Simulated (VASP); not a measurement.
# FeO (Pm-3m) in VASP: a series of runs

FeO is run at these levels: PBE; tasks: single point.

Program: VASP 6.6.1. These are calculated values, not measurements. Logs are shortened: lines on timing, memory, paths and dates and some standing lists are left out, and cuts for length are marked.

### Step 1. The cell of the first run

The structure is cubic, space group Pm-3m (No. 221). Conventional cell: a = 2.595 Å, b = 2.595 Å, c = 2.595 Å, α = 90.00°, β = 90.00°, γ = 90.00°. Within 3.0 Å of Fe (site symmetry m-3m) lie 8 O at 2.25 Å and 6 Fe at 2.59 Å. O (site symmetry m-3m) has 8 Fe at 2.25 Å and 6 O at 2.59 Å within 3.0 Å.

### Step 2. Single point, PBE, collinear spin, ferromagnetic start

Input file INCAR:

```
SYSTEM = FeO
  PREC = Accurate
  ENCUT = 1340
  EDIFF = 1E-6
  ISMEAR = -1
  SIGMA = 0.05
  LREAL = .FALSE.
  LASPH = .TRUE.
  NELM = 200
  ALGO = Normal
  ISIF = 2
  LWAVE = .FALSE.
  LCHARG = .FALSE.
  ISPIN = 2
  MAGMOM = 3 0
  LORBIT = 11
  LMAXMIX = 4
  GGA = PE
  NBANDS = 22
  GGA_COMPAT = .FALSE.
```

Input file KPOINTS:

```
regular mesh
0
G
  10 10 10
  0 0 0
```

Input file POSCAR:

```
FeO
1.0
    2.5949357485      0.0000000000      0.0000000000
    0.0000000000      2.5949357485      0.0000000000
    0.0000000000      0.0000000000      2.5949357485
Fe O
1 1
Direct
    0.0000000000      0.0000000000      0.0000000000
    0.5000000000      0.5000000000      0.5000000000
```

Potentials or basis: VASP PAW PBE potentials, release 64 (Fe_sv, O_h).

The run is started by

```console
$ cat potpaw_PBE.64/Fe_sv/POTCAR potpaw_PBE.64/O_h/POTCAR > POTCAR
$ mpirun -np 1 vasp_std > vasp.out
```

OUTCAR:

```text
SYSTEM = FeO
   PREC = Accurate
   ENCUT = 1340
   EDIFF = 1E-6
   ISMEAR = -1
   LREAL = .FALSE.
   LASPH = .TRUE.
   NELM = 200
   ISIF = 2
   ISPIN = 2
   LORBIT = 11
   GGA = PE

 ion  position               nearest neighbor table
   1  0.000  0.000  0.000-
   2  0.500  0.500  0.500-

  LATTYP: Found a simple cubic cell.
 ALAT       =     2.5949357485

  Lattice vectors:

 A1 = (   2.5949357485,   0.0000000000,   0.0000000000)
 A2 = (   0.0000000000,   2.5949357485,   0.0000000000)
 A3 = (   0.0000000000,   0.0000000000,   2.5949357485)

Analysis of symmetry for initial positions (statically):
=====================================================================
 Subroutine PRICEL returns:
 Original cell was already a primitive cell.

 Routine SETGRP: Setting up the symmetry group for a
 simple cubic supercell.

 Subroutine GETGRP returns: Found 48 space group operations
 (whereof 48 operations were pure point group operations)
 out of a pool of 48 trial point group operations.

The static configuration has the point symmetry O_h .

Analysis of symmetry for dynamics (positions and initial velocities):
=====================================================================
 Subroutine PRICEL returns:
 Original cell was already a primitive cell.

 Routine SETGRP: Setting up the symmetry group for a
 simple cubic supercell.

 Subroutine GETGRP returns: Found 48 space group operations
 (whereof 48 operations were pure point group operations)
 out of a pool of 48 trial point group operations.

The dynamic configuration has the point symmetry O_h .

Analysis of structural, dynamic, and magnetic symmetry:
=====================================================================
 Subroutine PRICEL returns:
 Original cell was already a primitive cell.

 Routine SETGRP: Setting up the symmetry group for a
 simple cubic supercell.

 Subroutine GETGRP returns: Found 48 space group operations
 (whereof 48 operations were pure point group operations)
 out of a pool of 48 trial point group operations.

The overall configuration has the point symmetry O_h .

 Subroutine INISYM returns: Found 48 space group operations
 (whereof 48 operations are pure point group operations),
 and found     1 'primitive' translations

----------------------------------------------------------------------------------------
[... 106 lines left out ...]
   EMIN   =  10.00;   EMAX   =-10.00  energy-range for DOS
   EFERMI =   0.00;   METHOD = LEGACY
   ISMEAR =    -1;   SIGMA  =   0.05  broadening in eV -4-tet -1-fermi 0-gaus
   EFERMI_NEDOS =   21; number of points for ismear=-14 and -15
   IALGO  =     38    algorithm
   IMIX   =      4    mixing-type and parameters
     AMIX     =   0.40;   BMIX     =  1.00
     AMIX_MAG =   1.60;   BMIX_MAG =  1.00
  volume/ion in A,a.u.               =       8.74        58.96
  Fermi-wavevector in a.u.,A,eV,Ry     =   1.767757  3.340575 42.517705  3.124963
  Thomas-Fermi vector in A             =   2.835079
   LORBIT       =     11    0 simple, 1 ext, 2 COOP (PROOUT), +10 PAW based schemes
   GGA     = PE    functional components
   LHFCALC =     F    Hartree Fock is set to
   AEXX    =    0.0000 exact exchange contribution
   IVDW    =     0    specifies the selected vdW correction
   LEPSILON=     F    determine dielectric tensor
   LRPA    =     F    only Hartree local field effects (RPA)
 spin polarized calculation
  energy-cutoff  :     1340.00
  volume of cell :       17.47
 maximum number of plane-waves:      1960
 NGX is ok and might be reduce to    32
   NGX = 15   NGY = 15   NGZ = 15

 number of electron      21.9999998 magnetization       3.9957694

 Free energy of the ion-electron system (eV)
  ---------------------------------------------------
  ext. energy  EPLUGINS =         0.00000000
  ---------------------------------------------------
  free energy    TOTEN  =       -14.44507170 eV

  energy without entropy =      -14.44287698  energy(sigma->0) =      -14.44397434

 E-fermi :  11.4494     XC(G=0): -13.4694

 val. band max:       11.4237268346   @ k =   0.2000   0.2000   0.0000
 cond. band min:      11.5329447480   @ k =   0.5000   0.3000   0.3000
 fundamental gap:      0.1092179135
 Fermi energy:        11.4493525644

 spin component 1

 k-point     1 :       0.0000    0.0000    0.0000
  band No.  band energies     occupation
      1     -78.0974      1.00000
      2     -44.0665      1.00000
      3     -44.0665      1.00000
      4     -44.0665      1.00000
      5      -9.2959      1.00000
      6       6.7632      1.00000
[... 589 lines left out ...]
     21      38.3270      0.00000
     22      41.1775      0.00000

 [... further k-points ...]

 spin component 2

 k-point     1 :       0.0000    0.0000    0.0000
  band No.  band energies     occupation
      1     -73.9907      1.00000
      2     -40.0454      1.00000
      3     -40.0454      1.00000
      4     -40.0454      1.00000
      5      -8.6732      1.00000
      6       9.1311      1.00000
[... 589 lines left out ...]
     21      39.1998      0.00000
     22      42.0585      0.00000

 [... further k-points ...]
[... 5 lines left out ...]
  --------------------------------------------------------------------------------------
  -------------------------------------------------------------------------------------
  Total        1.4779347      1.4779347      1.4779347     -0.0000000     -0.0000000     -0.0000000
  in kB      135.5145721    135.5145721    135.5145721     -0.0000000     -0.0000000     -0.0000000
  external PRESSURE =     135.5145721 kB  Pullay stress =       0.0000000 kB

 VOLUME and BASIS-vectors are now :
 -----------------------------------------------------------------------------
  energy-cutoff  :     1340.00
  volume of cell :       17.47
      direct lattice vectors                 reciprocal lattice vectors
     2.594935749  0.000000000  0.000000000     0.385365996  0.000000000  0.000000000
     0.000000000  2.594935749  0.000000000     0.000000000  0.385365996  0.000000000
     0.000000000  0.000000000  2.594935749     0.000000000  0.000000000  0.385365996

 POSITION                                       TOTAL-FORCE (eV/Angst)
 -----------------------------------------------------------------------------------
      0.00000      0.00000      0.00000         0.000000      0.000000      0.000000
      1.29747      1.29747      1.29747         0.000000      0.000000      0.000000
 -----------------------------------------------------------------------------------
    total drift:                                0.000000      0.000000     -0.000000

  FREE ENERGIE OF THE ION-ELECTRON SYSTEM (eV)
  ---------------------------------------------------
  free  energy   TOTEN  =       -14.4450717047 eV

  energy  without entropy=      -14.4428769838  energy(sigma->0) =      -14.44397434

 total charge

# of ion       s       p       d       tot
------------------------------------------
    1        2.111   6.005   5.539  13.655
    2        1.051   2.299   0.000   3.350
--------------------------------------------------
tot          3.162   8.304   5.539  17.005

 magnetization (x)

# of ion       s       p       d       tot
------------------------------------------
    1        0.008   0.010   3.389   3.407
    2        0.029   0.260   0.000   0.289
--------------------------------------------------
tot          0.036   0.270   3.389   3.696
```

OSZICAR:

```text
N       E                     dE             d eps       ncg     rms          rms(c)
DAV:   1     0.437063327981E+03    0.43706E+03   -0.20506E+04  4944   0.253E+03
DAV:   2     0.191444766952E+02   -0.41792E+03   -0.39078E+03  5138   0.649E+02
DAV:   3    -0.158926223436E+02   -0.35037E+02   -0.33157E+02  6022   0.193E+02
DAV:   4    -0.169398242993E+02   -0.10472E+01   -0.10444E+01  5456   0.345E+01
DAV:   5    -0.169629419503E+02   -0.23118E-01   -0.23116E-01  6066   0.598E+00    0.161E+01
DAV:   6    -0.149436981761E+02    0.20192E+01   -0.11776E+01  7706   0.560E+01    0.236E+01
DAV:   7    -0.144864764030E+02    0.45722E+00   -0.26226E+00  6952   0.323E+01    0.997E+00
DAV:   8    -0.144600595253E+02    0.26417E-01   -0.17652E-01  6470   0.428E+00    0.559E+00
DAV:   9    -0.144542901417E+02    0.57694E-02   -0.54059E-02  7710   0.394E+00    0.155E+00
DAV:  10    -0.144444537010E+02    0.98364E-02   -0.27506E-02  7492   0.330E+00    0.252E-01
DAV:  11    -0.144450507173E+02   -0.59702E-03   -0.29334E-03  6214   0.539E-01    0.123E-01
DAV:  12    -0.144450684566E+02   -0.17739E-04   -0.20920E-04  7114   0.265E-01    0.602E-02
DAV:  13    -0.144450735792E+02   -0.51226E-05   -0.45738E-05  5942   0.699E-02    0.193E-02
DAV:  14    -0.144450712660E+02    0.23132E-05   -0.48126E-06  6562   0.362E-02    0.608E-03
DAV:  15    -0.144450717047E+02   -0.43866E-06   -0.19602E-06  4588   0.133E-02
   1 F= -.14445072E+02 E0= -.14443974E+02  d E =-.219472E-02  mag=     3.9960
```

Run time: 61 s. Hardware: 1 thread of Intel Xeon Platinum 8488C (Sapphire Rapids), shared host; peak memory 0.29 GiB.

Results:

```
Free energy                                           : -14.4451 eV
Pressure                                              : 13.6 GPa
Band gap on the k mesh                                : zero (filled and empty bands overlap)
Net moment                                            : 4.00 μB per cell
Site moments                                          : Fe +3.41; O +0.29 μB
Valence electrons inside the program's atomic spheres : Fe 13.65; O 3.35
```

Caveat: the cell stands under pressure; a cell with one magnetic atom can't hold antiferromagnetic order, which such compounds often take; semilocal functionals often make such compounds metallic where correlation or magnetic order opens a gap, which also shifts bond lengths.

### Step 3. Single point, PBE, collinear spin, ferromagnetic start

This run uses another cell than the first one, of 8.92 Å³/atom.

Input file INCAR:

```
SYSTEM = FeO
PREC = Accurate ; ENCUT = 700
EDIFF = 1E-6 ; ISMEAR = -1
SIGMA = 0.05 ; LREAL = .False.
LASPH = .True. ; NELM = 200
ALGO = Normal ; ISIF = 2
LWAVE = .False. ; LCHARG = .True.
ISPIN = 2 ; MAGMOM = 4.5 0
LORBIT = 11 ; LMAXMIX = 4
GGA = PE ; LELF = .True.
LVHAR = .True. ; NBANDS = 22
GGA_COMPAT = .False.
```

Input file KPOINTS:

```
Automatic mesh
0
Gamma
  10 10 10
  0 0 0
```

Input file POSCAR:

```
FeO
1.0
    2.6124696300      0.0000000000      0.0000000000
    0.0000000000      2.6124696300      0.0000000000
    0.0000000000      0.0000000000      2.6124696300
Fe O
1 1
Direct
    0.0000000000      0.0000000000      0.0000000000
    0.5000000000      0.5000000000      0.5000000000
```

Potentials or basis: VASP PAW PBE potentials, release 64 (Fe_sv, O).

The run is started by

```console
$ cat potpaw_PBE.64/Fe_sv/POTCAR potpaw_PBE.64/O/POTCAR > POTCAR
$ mpirun -np 1 vasp_std > vasp.out
```

It took 29 s on 1 thread of Intel Xeon Platinum 8559C (Emerald Rapids), shared host; peak memory 0.18 GiB.

The run converged. Its results:

| Property | Result |
| --- | --- |
| Free energy | -14.4667 eV |
| Pressure | 8.1 GPa |
| Band gap on the k mesh | zero (filled and empty bands overlap) |
| Net moment | 4.00 μB per cell |
| Site moments | Fe +3.41; O +0.37 μB |
| Valence electrons inside the program's atomic spheres | Fe 13.64; O 4.98 |

Levels at points of the mesh, in eV from the Fermi level:
Spin up:
| k point | band 10 | band 11 | band 12 | band 13 | band 14 | band 15 | band 16 | band 17 |
| --- | --- | --- | --- | --- | --- | --- | --- | --- |
| (0.00, 0.00, 0.00) | -2.95 | -2.53 | -2.53 | -2.53 | 0.70 | 15.29 | 15.29 | 20.02 |
| (0.50, 0.00, 0.00) | -2.44 | -1.53 | -0.25 | -0.25 | 6.00 | 8.25 | 15.70 | 17.51 |
| (0.50, 0.50, 0.00) | -3.19 | -3.19 | -2.02 | -1.48 | 5.97 | 11.08 | 11.08 | 16.52 |
| (0.50, 0.50, 0.50) | -1.44 | -0.18 | -0.18 | -0.18 | 6.59 | 6.59 | 6.59 | 15.43 |
Spin down:
```
           k point  band 5  band 6  band 7  band 8  band 9  band 10  band 11  band 12  band 13  band 14
(0.00, 0.00, 0.00)  -19.94   -2.26   -2.26   -2.26   -2.14    -2.14     1.63     1.63     1.63     1.73
(0.50, 0.00, 0.00)  -18.60   -8.24   -2.97   -2.97   -1.60     1.37     1.76     2.63     2.63     6.76
(0.50, 0.50, 0.00)  -17.92   -5.90   -5.90   -1.68   -1.32     0.41     0.73     0.73     1.76     7.74
(0.50, 0.50, 0.50)  -16.90   -6.36   -6.36   -6.36    1.81     1.81     3.03     3.03     3.03     7.33
```

Caveat: the cell stands under pressure; a cell with one magnetic atom can't hold antiferromagnetic order, which such compounds often take; semilocal functionals often make such compounds metallic where correlation or magnetic order opens a gap, which also shifts bond lengths. With open d or f shells a metallic result of PBE can be an artefact of self-interaction; +U or a hybrid may open a gap.

(Continued in part 2 of 2.)

The gap in the log of VASP goes by the Fermi energy; the results here count the filled bands.